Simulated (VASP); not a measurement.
Input of a VASP 6.6.1 run:

INCAR

```
SYSTEM = NbPdSe3
ALGO = Normal
EDIFF = 1E-7
ENCUT = 520
GGA = PE
ISIF = 2
ISMEAR = 0
LASPH = .TRUE.
LCHARG = .FALSE.
LREAL = .FALSE.
LWAVE = .FALSE.
NBANDS = 28
NELM = 80
PREC = Accurate
SIGMA = 0.1
```

KPOINTS

```
k-points
0
G
  3 3 4
  0 0 0
```

POSCAR

```
NbPdSe3
1.0
    7.3398611700      0.0000000000      0.0000000000
   -3.6699305800      6.3565062300      0.0000000000
    0.0000000000      0.0000000000      4.7896973100
Nb Pd Se
1 1 3
Direct
    0.0000000000      0.0000000000      0.0000000000
    0.0000000000      0.0000000000      0.5000000000
    0.5000000000      0.0000000000      0.5000000000
    0.0000000000      0.5000000000      0.5000000000
    0.5000000000      0.5000000000      0.5000000000
```

Potentials or basis: VASP PAW PBE potentials, release 64 (Nb_sv, Pd, Se).

Run with:

```bash
$ cat potpaw_PBE.64/Nb_sv/POTCAR potpaw_PBE.64/Pd/POTCAR potpaw_PBE.64/Se/POTCAR > POTCAR
$ mpirun -np 1 vasp_std > vasp.out
```

**Question.** What does it give for the band gap on the k mesh?

**Answer.** Zero (an odd number of electrons rules out a gap without spin polarisation).

**Question.** Estimate the pressure.

**Answer.** -6.5 GPa.

Stress tensor (GPa, compression positive):
```
-9.05  0.00  0.00
 0.00 -9.05  0.00
 0.00  0.00 -1.32
```

Caveat: the stress differs along the axes, from -9 to -1 GPa.
